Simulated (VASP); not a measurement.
A run of VASP 6.6.1 is set up as follows.

File INCAR:

```
ALGO = Normal
EDIFF = 1E-7
EDIFFG = -0.01
ENCUT = 600
GGA = PE
GGA_COMPAT = False
IBRION = 2
ISIF = 3
ISMEAR = 0
LASPH = True
LCHARG = False
LREAL = False
LWAVE = False
NELM = 120
NELMIN = 4
NSW = 100
PREC = Accurate
SIGMA = 0.1
```

Contents of KPOINTS:

```
k-points
0
Gamma
  8 8 8
```

POSCAR

```
Pb2O
1.0
    5.3800000000      0.0000000000      0.0000000000
    0.0000000000      5.3800000000      0.0000000000
    0.0000000000      0.0000000000      5.3800000000
Pb O
4 2
Direct
    0.2500000000      0.2500000000      0.2500000000
    0.7500000000      0.7500000000      0.2500000000
    0.2500000000      0.7500000000      0.7500000000
    0.7500000000      0.2500000000      0.7500000000
    0.0000000000      0.0000000000      0.0000000000
    0.5000000000      0.5000000000      0.5000000000
```

Potentials or basis: VASP PAW PBE potentials, release 64 (Pb_d, O).

Launch:

```bash
$ cat potpaw_PBE.64/Pb_d/POTCAR potpaw_PBE.64/O/POTCAR > POTCAR
$ mpirun -np 1 vasp_std > vasp.out
```

(1) Estimate the space group after relaxing (to 0.1 Å).

(2) Estimate the relaxed cell.

Results:

(1) Pn-3m (No. 224).

(2) a = 5.475 Å, b = 5.475 Å, c = 5.475 Å, α = 90.00°, β = 90.00°, γ = 90.00°.
